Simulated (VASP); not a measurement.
Here is a VASP 6.6.1 calculation.

File INCAR:

```
ALGO     = Normal         # electronic algorithm
EDIFF    = 1E-7           # SCF threshold, eV
ENCUT    = 520            # plane-wave cutoff, eV
ISIF     = 2              # what is computed and relaxed
ISMEAR   = 0              # smearing method
LASPH    = True           # aspherical terms in the spheres
LCHARG   = True           # write CHGCAR
LELF     = True           # ELF
LREAL    = False          # projectors in reciprocal space
LVHAR    = True         
LWAVE    = False          # write WAVECAR
NBANDS   = 11             # bands
NELM     = 80             # most SCF steps
PREC     = Accurate       # precision mode
SIGMA    = 0.05           # smearing width, eV
```

Contents of KPOINTS:

```
k-points
0
Gamma
  12 12 12
```

The input POSCAR:

```
Si
1.0
    0.0000000000      2.5095796826      2.9028308188
    2.5095796826      0.0000000000      2.9028308188
    2.5095796826      2.5095796826      0.0000000000
Si
2
Direct
    0.5000000000      0.5000000000      0.5000000000
    0.7500000000      0.7500000000      0.7500000000
```

Potentials or basis: VASP PAW LDA potentials, release 64 (Si).

Command:

```sh
$ cat potpaw_LDA.64/Si/POTCAR > POTCAR
$ mpirun -np 1 vasp_std > vasp.out
```

Q: Estimate the pressure.

A: 7.4 GPa.

Q: What does it give for the band gap on the k mesh?

A: Zero (band 4 reaches 7.20 eV, above the bottom of band 5 at 6.67 eV).

Stress tensor (GPa, compression positive):
```
12.92  0.00  0.00
 0.00 12.92  0.00
 0.00  0.00 -3.75
```
